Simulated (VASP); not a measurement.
Set up this calculation in VASP 6.6.1, as the native input.

```
Task                   : single point
Functional             : PBEsol
Potentials or basis    : VASP PAW PBE potentials, release 64 (Li_sv)
Cutoff                 : 520 eV
k mesh                 : 15 × 15 × 15
Occupations            : fermi-dirac, width 0.08 eV
Spin                   : no spin polarisation
Dipole correction      : no
Further INCAR settings : ALGO = Normal; EDIFF = 1e-06; NBANDS = 8
```

The structure of Li lies in POSCAR:

```
Li
1.0
   -1.7441471135      1.7441471135      1.7441471135
    1.7441471135     -1.7441471135      1.7441471135
    1.7441471135      1.7441471135     -1.7441471135
Li
1
Direct
    0.0000000000      0.0000000000      0.0000000000
```

This cell differs from its parent crystal: volume scaled by 0.99.

The input as run:

INCAR

```
SYSTEM = Li
  ALGO = Normal
  EDIFF = 1E-6
  ENCUT = 520
  GGA = PS
  ISIF = 2
  ISMEAR = -1
  LASPH = .True.
  LCHARG = .False.
  LREAL = .False.
  LWAVE = .False.
  NBANDS = 8
  NELM = 100
  PREC = Accurate
  SIGMA = 0.08
```

KPOINTS

```
k-points
0
Gamma
  15 15 15
  0 0 0
```

Potentials or basis: VASP PAW PBE potentials, release 64 (Li_sv).

Command:

```sh
$ cat potpaw_PBE.64/Li_sv/POTCAR > POTCAR
$ mpirun -np 1 vasp_std > vasp.out
```

Run time: 7.4 s on 1 thread of AMD EPYC 9R45 96-Core Processor (Zen 5), on a shared host, peak memory 0.11 GiB.
